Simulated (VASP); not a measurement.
# Si4Cl (P1) in VASP: relaxation of cell and atoms with PBE

Aim: the relaxation of cell and atoms of Si4Cl with PBE.

Everything below comes from runs of VASP 6.6.1. Logs are shortened: lines on timing, memory, paths and dates and some standing lists are left out, and cuts for length are marked.

### Step 1. The cell of the first run

The typed cell holds 10 atoms: a = 5.885 Å, b = 6.075 Å, c = 7.019 Å, α = 79.73°, β = 78.81°, γ = 72.00°.

### Step 2. Relaxation of cell and atoms, PBE

Input file INCAR:

```
SYSTEM = Si4Cl
ALGO = Normal
EDIFF = 1E-7
EDIFFG = -0.04
ENCUT = 600
GGA = PE
IBRION = 2
ISIF = 3
ISMEAR = 0
LASPH = .True.
LCHARG = .False.
LREAL = .False.
LWAVE = .False.
NELM = 100
NSW = 90
PREC = Accurate
SIGMA = 0.1
```

Input file KPOINTS:

```
k-points
0
Gamma
  4 4 4
  0 0 0
```

Input file POSCAR:

```
Si4Cl
1.0
    5.8848591143      0.0000000000      0.0000000000
    1.8774290545      5.7774686016      0.0000000000
    1.3614971703      0.8738523242      6.8296295014
Si Cl
8 2
Direct
    0.1829988024      0.9883040204      0.3595249020
    0.4707894589      0.6861515093      0.8649768090
    0.7151319476      0.9380584737      0.7211627184
    0.4388618125      0.2377211891      0.2277116566
    0.1312881780      0.9058145587      0.7073428948
    0.7695282927      0.0200916458      0.3825578983
    0.5691773878      0.2748479019      0.8882372839
    0.4061101976      0.6431397178      0.2136055777
    0.0567847818      0.2373447670      0.8294343458
    0.7593291408      0.5685262162      0.3054459132
```

Potentials or basis: VASP PAW PBE potentials, release 64 (Si, Cl).

Command:

```
$ cat potpaw_PBE.64/Si/POTCAR potpaw_PBE.64/Cl/POTCAR > POTCAR
$ mpirun -np 1 vasp_std > vasp.out
```

OUTCAR:

```text
SYSTEM = Si4Cl
   EDIFF = 1E-7
   EDIFFG = -0.04
   ENCUT = 600
   GGA = PE
   IBRION = 2
   ISIF = 3
   ISMEAR = 0
   LASPH = .True.
   LREAL = .False.
   NELM = 100
   NSW = 90
   PREC = Accurate

 ion  position               nearest neighbor table
   1  0.183  0.988  0.360-   6 2.36   5 2.38   8 2.39   4 2.41
   2  0.471  0.686  0.865-   7 2.37   8 2.38   3 2.38   5 2.38
   3  0.715  0.938  0.721-   6 2.32   5 2.38   2 2.38   7 2.38
   4  0.439  0.238  0.228-   6 2.33   7 2.35   8 2.40   1 2.41
   5  0.131  0.906  0.707-   9 2.22   3 2.38   1 2.38   2 2.38
   6  0.770  0.020  0.383-   3 2.32   4 2.33   1 2.36
   7  0.569  0.275  0.888-   4 2.35   2 2.37   3 2.38   9 2.76
   8  0.406  0.643  0.214-  10 2.19   2 2.38   1 2.39   4 2.40
   9  0.057  0.237  0.829-   5 2.22   7 2.76
  10  0.759  0.569  0.305-   8 2.19

  Warning from LATTYP: Got some problem with cell dimensions!
  Tried to take original basis but could not verify dimensions!
  LATTYP: Found a triclinic cell.
 ALAT       =     5.8848591143
 B/A-ratio  =     1.1948054190
 C/A-ratio  =     1.1926585383
 COS(alpha) =     0.0082563714
 COS(beta)  =     0.1939833929
 COS(gamma) =     0.5699446715

  Lattice vectors:

 A1 = (  -5.8848591143,   0.0000000000,   0.0000000000)
 A2 = (  -4.0074300598,   5.7774686016,   0.0000000000)
 A3 = (  -1.3614971703,  -0.8738523242,  -6.8296295014)

Analysis of symmetry for initial positions (statically):
=====================================================================
 Subroutine PRICEL returns:
 Original cell was already a primitive cell.

 Routine SETGRP: Setting up the symmetry group for a
 triclinic supercell.

 Subroutine GETGRP returns: Found  1 space group operations
 (whereof  1 operations were pure point group operations)
 out of a pool of  2 trial point group operations.

The static configuration has the point symmetry C_1 .

Analysis of symmetry for dynamics (positions and initial velocities):
=====================================================================
 Subroutine PRICEL returns:
 Original cell was already a primitive cell.

 Routine SETGRP: Setting up the symmetry group for a
 triclinic supercell.

 Subroutine GETGRP returns: Found  1 space group operations
 (whereof  1 operations were pure point group operations)
 out of a pool of  2 trial point group operations.

The dynamic configuration has the point symmetry C_1 .

 Subroutine INISYM returns: Found  1 space group operations
 (whereof  1 operations are pure point group operations),
 and found     1 'primitive' translations

----------------------------------------------------------------------------------------

                                     Primitive cell

  volume of cell :     232.2046

  direct lattice vectors                    reciprocal lattice vectors
     5.884859114  0.000000000  0.000000000     0.169927602 -0.055219169 -0.026810027
     1.877429055  5.777468602  0.000000000     0.000000000  0.173086185 -0.022146409
     1.361497170  0.873852324  6.829629501     0.000000000  0.000000000  0.146420827

  length of vectors
     5.884859114  6.074856648  7.018627470     0.180674637  0.174497252  0.146420827

  position of ions in fractional coordinates (direct lattice)
     0.182998802  0.988304020  0.359524902
     0.470789459  0.686151509  0.864976809
     0.715131948  0.938058474  0.721162718
     0.438861813  0.237721189  0.227711657
     0.131288178  0.905814559  0.707342895
     0.769528293  0.020091646  0.382557898
     0.569177388  0.274847902  0.888237284
     0.406110198  0.643139718  0.213605578
     0.056784782  0.237344767  0.829434346
     0.759329141  0.568526216  0.305445913

  ion indices of the primitive-cell ions
   primitive index   ion index
                 1           1
                 2           2
                 3           3
                 4           4
                 5           5
                 6           6
                 7           7
                 8           8
                 9           9
                10          10

----------------------------------------------------------------------------------------

 KPOINTS: k-points

Automatic generation of k-mesh.
 Grid dimensions read from file:
 generate k-points for:    4    4    4

 Generating k-lattice:

  Cartesian coordinates                     Fractional coordinates (reciprocal lattice)
     0.042481901 -0.013804792 -0.006702507     0.250000000  0.000000000  0.000000000
     0.000000000  0.043271546 -0.005536602     0.000000000  0.250000000 -0.000000000
     0.000000000  0.000000000  0.036605207     0.000000000  0.000000000  0.250000000

  Length of vectors
     0.045168659  0.043624313  0.036605207

  Shift w.r.t. Gamma in fractional coordinates (k-lattice)
     0.000000000  0.000000000  0.000000000

 Subroutine IBZKPT returns following result:
 ===========================================

 Found     36 irreducible k-points:

 Following reciprocal coordinates:
            Coordinates               Weight
  0.000000  0.000000  0.000000      1.000000
  0.250000  0.000000  0.000000      2.000000
  0.500000  0.000000  0.000000      1.000000
  0.000000  0.250000  0.000000      2.000000
  0.250000  0.250000  0.000000      2.000000
  0.500000  0.250000  0.000000      2.000000
[... 16 lines left out ...]
  0.000000 -0.250000  0.250000      2.000000
  0.250000 -0.250000  0.250000      2.000000
 [... further k-points ...]
   k-points           NKPTS =     36   k-points in BZ     NKDIM =     36   number of bands    NBANDS=     29
   number of dos      NEDOS =    301   number of ions     NIONS =     10
   total plane-waves  NPLWV = 134400
   dimension x,y,z NGX =    48 NGY =   50 NGZ =   56
   dimension x,y,z NGXF=    96 NGYF=  100 NGZF=  112
   ions per type =               8   2
   NGX,Y,Z   is equivalent  to a cutoff of  13.56, 13.68, 13.26 a.u.
   NGXF,Y,Z  is equivalent  to a cutoff of  27.12, 27.37, 26.53 a.u.
 SYSTEM =  Si4Cl
   PREC   = accura    normal or accurate (medium, high low for compatibility)
   ISTART =      0    job   : 0-new  1-cont  2-samecut
   ICHARG =      2    charge: 1-file 2-atom 10-const
   ISPIN  =      1    spin polarized calculation?
   LNONCOLLINEAR =      F non collinear calculations
   LSORBIT =      F    spin-orbit coupling
   LASPH  =      T    aspherical Exc in radial PAW
   ENCUT  =  600.0 eV  44.10 Ry    6.64 a.u.  11.75 12.13 14.02*2*pi/ulx,y,z
   NELM   =    100;   NELMIN=  2; NELMDL= -5     # of ELM steps
   EDIFF  = 0.1E-06   stopping-criterion for ELM
   LREAL  =      F    real-space projection
   EDIFFG = -.4E-01   stopping-criterion for IOM
   NSW    =     90    number of steps for IOM
   IBRION =      2    ionic relax: 0-MD 1-quasi-New 2-CG
   NFREE  =      1    steps in history (QN), initial steepest desc. (CG)
   ISIF   =      3    stress and relaxation
   ISYM   =      2    0-nonsym 1-usesym 2-fastsym
   POTIM  = 0.5000    time-step for ionic-motion
   TEBEG  =    0.0;   TEEND  =   0.0 temperature during run
   PSTRESS=    0.0 pullay stress
   NELECT =      46.0000    total number of electrons
   NUPDOWN=      -1.0000    fix difference up-down
   EMIN   =  10.00;   EMAX   =-10.00  energy-range for DOS
   EFERMI =   0.00;   METHOD = LEGACY
   ISMEAR =     0;   SIGMA  =   0.10  broadening in eV -4-tet -1-fermi 0-gaus
   EFERMI_NEDOS =   21; number of points for ismear=-14 and -15
   IALGO  =     38    algorithm
   IMIX   =      4    mixing-type and parameters
     AMIX     =   0.40;   BMIX     =  1.00
     AMIX_MAG =   1.60;   BMIX_MAG =  1.00
  volume/ion in A,a.u.               =      23.22       156.70
  Fermi-wavevector in a.u.,A,eV,Ry     =   0.954342  1.803444 12.391748  0.910768
  Thomas-Fermi vector in A             =   2.083079
   LORBIT       =      0    0 simple, 1 ext, 2 COOP (PROOUT), +10 PAW based schemes
   GGA     = PE    functional components
   LHFCALC =     F    Hartree Fock is set to
   AEXX    =    0.0000 exact exchange contribution
   IVDW    =     0    specifies the selected vdW correction
   LEPSILON=     F    determine dielectric tensor
   LRPA    =     F    only Hartree local field effects (RPA)
 conjugate gradient relaxation of ions
 non-spin polarized calculation
 Gauss-broadening in eV      SIGMA  =   0.10
  energy-cutoff  :      600.00
  volume of cell :      232.20
 maximum number of plane-waves:      7768
 NGX is ok and might be reduce to    48
   NGX = 23   NGY = 25   NGZ = 29

--------------------------------------- Ionic step        1  -------------------------------------------

 number of electron      46.0000000 magnetization

 Free energy of the ion-electron system (eV)
  ---------------------------------------------------
  ext. energy  EPLUGINS =         0.00000000
  ---------------------------------------------------
  free energy    TOTEN  =       -45.95717908 eV

  energy without entropy =      -45.93718032  energy(sigma->0) =      -45.94717970

------------------------ aborting loop because EDIFF is reached ----------------------------------------

  FORCE on cell =-STRESS in cart. coord.  units (eV):
  Direction    XX          YY          ZZ          XY          YZ          ZX
  --------------------------------------------------------------------------------------
  -------------------------------------------------------------------------------------
  Total       -0.0001267     -0.9967765      0.1612775     -0.2725986      0.1277041     -0.0184691
  in kB       -0.0008744     -6.8776103      1.1127910     -1.8808903      0.8811395     -0.1274340
  external PRESSURE =      -1.9218979 kB  Pullay stress =       0.0000000 kB
[... 75 lines left out ...]
--------------------------------------- Ionic step        3  -------------------------------------------

 number of electron      45.9999998 magnetization

 E-fermi :   4.8788     XC(G=0):  -8.7301

 val. band max:        4.8759506020   @ k =   0.2500   0.2500   0.2500
 cond. band min:       4.9033812963   @ k =  -0.2500   0.2500   0.5000
 fundamental gap:      0.0274306943
 Fermi energy:         4.8788028205

 k-point     1 :       0.0000    0.0000    0.0000
  band No.  band energies     occupation
      1     -12.1294      2.00000
      2     -12.0251      2.00000
      3      -6.7605      2.00000
      4      -5.1576      2.00000
      5      -4.7425      2.00000
      6      -3.8637      2.00000
[... 757 lines left out ...]
     28       6.9745      0.00000
     29       7.1678      0.00000

 [... further k-points ...]

------------------------ aborting loop because EDIFF is reached ----------------------------------------

  FORCE on cell =-STRESS in cart. coord.  units (eV):
  Direction    XX          YY          ZZ          XY          YZ          ZX
  --------------------------------------------------------------------------------------
  -------------------------------------------------------------------------------------
  Total        1.0902785      1.0481965      0.9020887     -0.0323268      0.1986542     -0.0649732
  in kB        7.6115516      7.3177650      6.2977440     -0.2256826      1.3868629     -0.4535966
  external PRESSURE =       7.0756868 kB  Pullay stress =       0.0000000 kB
[... 25 lines left out ...]
  FREE ENERGIE OF THE ION-ELECTRON SYSTEM (eV)
  ---------------------------------------------------
  free  energy   TOTEN  =       -45.9831471065 eV

  energy  without entropy=      -45.9629902650  energy(sigma->0) =      -45.97306869

[... ionic steps 4 to 27 ...]

--------------------------------------- Ionic step       28  -------------------------------------------

 number of electron      46.0000000 magnetization

------------------------ aborting loop because EDIFF is reached ----------------------------------------
[... 83 lines left out ...]
--------------------------------------- Ionic step       30  -------------------------------------------

 number of electron      46.0000000 magnetization

 Free energy of the ion-electron system (eV)
  ---------------------------------------------------
  ext. energy  EPLUGINS =         0.00000000
  ---------------------------------------------------
  free energy    TOTEN  =       -46.13670482 eV

  energy without entropy =      -46.12072382  energy(sigma->0) =      -46.12871432

 E-fermi :   4.7273     XC(G=0):  -8.6438

 val. band max:        4.7247377063   @ k =   0.5000   0.2500   0.0000
 cond. band min:       4.7277724280   @ k =   0.2500   0.2500   0.0000
 fundamental gap:      0.0030347217
 Fermi energy:         4.7272620511

 k-point     1 :       0.0000    0.0000    0.0000
  band No.  band energies     occupation
      1     -12.2893      2.00000
      2     -12.1025      2.00000
      3      -6.9000      2.00000
      4      -5.3691      2.00000
      5      -4.9630      2.00000
      6      -3.9118      2.00000
[... 757 lines left out ...]
     28       6.8464      0.00000
     29       6.9725      0.00000

 [... further k-points ...]

------------------------ aborting loop because EDIFF is reached ----------------------------------------

  FORCE on cell =-STRESS in cart. coord.  units (eV):
  Direction    XX          YY          ZZ          XY          YZ          ZX
  --------------------------------------------------------------------------------------
  -------------------------------------------------------------------------------------
  Total        0.0233404      0.0048673      0.0203620      0.0128482      0.0501050     -0.0160018
  in kB        0.1600731      0.0333811      0.1396469      0.0881156      0.3436304     -0.1097432
  external PRESSURE =       0.1110337 kB  Pullay stress =       0.0000000 kB
[... 25 lines left out ...]
  FREE ENERGIE OF THE ION-ELECTRON SYSTEM (eV)
  ---------------------------------------------------
  free  energy   TOTEN  =       -46.1367048180 eV

  energy  without entropy=      -46.1207238225  energy(sigma->0) =      -46.12871432

 reached required accuracy - stopping structural energy minimisation
```

Wall time 41 min (1 thread of Intel Xeon 6975P-C (Granite Rapids), shared host); peak memory 0.55 GiB.

What came out:

```yaml
Free_energy: -46.1367 eV
Relaxed_volume: 23.36 Å³/atom
Relaxed_cell: a = 5.849 Å, b = 5.888 Å, c = 7.267 Å, α = 79.54°, β = 79.43°, γ = 73.50°
Space_group_after_relaxing_to_0.1_Å: P1 (No. 1)
Energy_gained_by_relaxing: 18.0 meV/atom
Ionic_steps: 30
Pressure_after_relaxing: 0.0 GPa
Largest_force_after_relaxing: 0.031 eV/Å
Band_gap_on_the_k_mesh: zero (bands 23 and 24 overlap by 0.49 eV)
```

Forces on the atoms (eV/Å):
```
Si  -0.013 -0.003 -0.028
Si  -0.008 -0.007  0.008
Si  -0.003 -0.012  0.023
Si   0.018 -0.017 -0.003
Si   0.001 -0.002  0.016
Si   0.005  0.006 -0.007
Si   0.008  0.006 -0.007
Si  -0.019  0.016  0.010
Cl  -0.003  0.000  0.011
Cl   0.014  0.013 -0.023
```

Step by step:
```
step  energy change (eV)  largest force (eV/Å)  pressure (GPa)  volume (Å³)
   1              0.0000                0.2745           -0.19       232.20
   2             -0.0144                0.2654            0.11       231.27
   3             -0.0260                0.2782            0.71       229.50
   4             -0.0337                0.2692            0.60       229.85
   5             -0.0527                0.2546            0.29       230.92
   6             -0.0712                0.2779           -0.30       233.04
   7             -0.0878                0.2040           -0.19       232.78
   8             -0.1078                0.3516            0.17       231.97
   9             -0.1228                0.2776            0.06       232.38
  10             -0.1310                0.2368           -0.09       232.99
  11             -0.1449                0.1346           -0.08       232.69
  12             -0.1486                0.1495           -0.05       232.43
  13             -0.1533                0.1225            0.06       231.93
  14             -0.1533                0.1207            0.07       231.89
  15             -0.1578                0.0951            0.09       231.92
  16             -0.1594                0.1544            0.12       231.96
  17             -0.1632                0.1045            0.00       232.52
  18             -0.1653                0.1216           -0.19       233.49
  19             -0.1695                0.1046            0.02       232.97
  20             -0.1704                0.1336            0.18       232.59
  21             -0.1746                0.0812           -0.02       233.33
  22             -0.1750                0.0869           -0.10       233.61
  23             -0.1766                0.0772            0.03       233.25
  24             -0.1766                0.0805            0.04       233.21
  25             -0.1779                0.0479            0.03       233.31
  26             -0.1782                0.0654            0.03       233.38
  27             -0.1790                0.0427           -0.04       233.72
  28             -0.1790                0.0459           -0.05       233.74
  29             -0.1795                0.0439            0.03       233.57
  30             -0.1795                0.0308            0.01       233.61
```

Final structure:
```
Si Cl
1.0
     5.84782   -0.10094    0.00381
     1.76973    5.61522    0.05332
     1.34454    0.89233    7.08527
Si Cl
8 2
Direct
  0.18055 0.96283 0.37452
  0.45896 0.67511 0.87193
  0.71761 0.93570 0.73684
  0.43705 0.22284 0.24157
  0.13238 0.90490 0.70802
  0.76372 0.03490 0.41136
  0.51931 0.25868 0.91059
  0.40829 0.63739 0.20587
  0.11100 0.25777 0.78513
  0.77112 0.60988 0.25415
```

Levels at points of the mesh, in eV from the Fermi level:
```
           k point  band 19  band 20  band 21  band 22  band 23  band 24  band 25  band 26  band 27  band 28
(0.00, 0.00, 0.00)    -2.96    -2.27    -2.20    -2.13     0.32     0.59     1.21     1.65     1.81     2.25
(0.50, 0.00, 0.00)    -2.76    -2.51    -2.15    -1.95    -0.31     0.12     0.65     1.51     1.64     1.89
(0.00, 0.50, 0.00)    -2.69    -2.42    -2.14    -2.01    -0.37     0.26     0.58     1.50     1.51     1.97
(0.50, 0.50, 0.00)    -2.96    -1.99    -1.89    -1.50     0.20     0.85     1.03     1.14     1.30     1.53
(0.00, 0.00, 0.50)    -2.91    -2.86    -2.05    -2.02    -0.20     0.08     1.52     1.70     2.30     2.43
(0.50, 0.00, 0.50)    -2.82    -2.52    -2.40    -1.79    -0.76     0.36     0.94     1.09     1.43     1.76
(0.00, 0.50, 0.50)    -2.84    -2.47    -2.37    -1.84    -0.79     0.37     0.88     1.15     1.49     1.84
(0.50, 0.50, 0.50)    -2.65    -2.59    -2.12    -2.06    -0.14    -0.05     0.80     0.82     1.46     1.55
```
